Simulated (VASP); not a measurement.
Crystal: Si.

```xyz
4
Lattice="2.7692 0.0000 0.0000 -1.3846 2.3982 0.0000 0.0000 0.0000 9.0441" Properties=species:S:1:pos:R:3 pbc="T T T"
Si    0.0000    0.0000    0.0000
Si    0.0000    0.0000    4.5221
Si    0.0000    1.5988    2.2610
Si    1.3846    0.7994    6.7831
```

This isn't the form of Si at room conditions, which is diamond.

| Quantity | Value |
| --- | --- |
| Program | VASP 6.6.1 |
| Task | relaxation of cell and atoms |
| Functional | RPBE |
| Potentials or basis | VASP PAW PBE potentials, release 64 (Si) |
| Cutoff | 600 eV |
| k mesh | 13 × 13 × 4 |
| Occupations | fermi-dirac, width 0.1 eV |
| Spin | no spin polarisation |

At the start: pressure -2.5 GPa; volume 15.02 Å³/atom.

How do energy, volume and symmetry change on relaxing?

Over 6 steps the energy falls by 4.6 meV/atom and the volume is 14.53 Å³/atom (-3.2 %); space group P6_3/mmc (No. 194, to 0.1 Å) before and after.

The path:
```
step  energy change (eV)  largest force (eV/Å)  pressure (GPa)  volume (Å³)
   1              0.0000                0.0000           -2.50        60.06
   2             -0.0170                0.0000            0.18        58.05
   3             -0.0170                0.0000            0.14        58.08
   4             -0.0181                0.0000            0.11        58.10
   5             -0.0185                0.0000            0.10        58.12
   6             -0.0185                0.0000            0.10        58.12
```

Final structure:
```
Si
1.0
     2.72443    0.00000    0.00000
    -1.36222    2.35943    0.00000
     0.00000    0.00000    9.04102
Si
4
Cartesian
  0.0000 0.0000 0.0000
  -1.3622 2.3594 4.5205
  0.0000 1.5730 2.2603
  1.3622 0.7865 6.7808
```

Caveat: the highest band is partly filled, so the run has too few bands; the PAW data sets were made with another functional, which shifts forces and pressure a little.
